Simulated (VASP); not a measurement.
Runs of VASP 6.6.1 on BN. The structure is that of space group F-43m (No. 216), or close to it. The cells are those of the table. 

| level | cell | k mesh | smearing | gap on the mesh (eV) | pressure (GPa) | largest force (eV/Å) |
| --- | --- | --- | --- | --- | --- | --- |
| PBE | a = 2.544 Å, angles 60.2°, 2 atoms | 6 × 6 × 6 | gaussian 0.01 eV | (a) | 7.1 | 0.01 |
| r2SCAN | a = 2.544 Å, angles 60.2°, 2 atoms | 12 × 12 × 12 | gaussian 0.01 eV | 4.97 | (b) | 0.01 |
| PBE | a = 2.552 Å, angles 60.0°, 2 atoms | 6 × 6 × 6 | gaussian 0.01 eV | 4.46 | 5.1 | - |
| PBE | a = 2.544 Å, angles 60.2°, 2 atoms | 12 × 12 × 12 | fermi-dirac 0.02 eV | 4.46 | 7.0 | 0.01 |
| PBE | a = 2.585, b = 2.585, c = 2.552 Å, angles 60.4, 60.4, 59.2°, 2 atoms | 6 × 6 × 6 | gaussian 0.01 eV | 4.22 | (c) | - |

Alike in all rows: task single point; potentials or basis VASP PAW PBE potentials, release 64 (B, N); no spin polarisation; cutoff (eV) 520.

Task: Fill in the values left out.

Result: (a) 4.45; (b) 3.1; (c) -4.2.

Caveats: some runs use coarse meshes; the cell stands under pressure (at least some runs); the PAW data sets were made with another functional, which shifts forces and pressure a little (at least some runs).

A k mesh can miss the band edges.
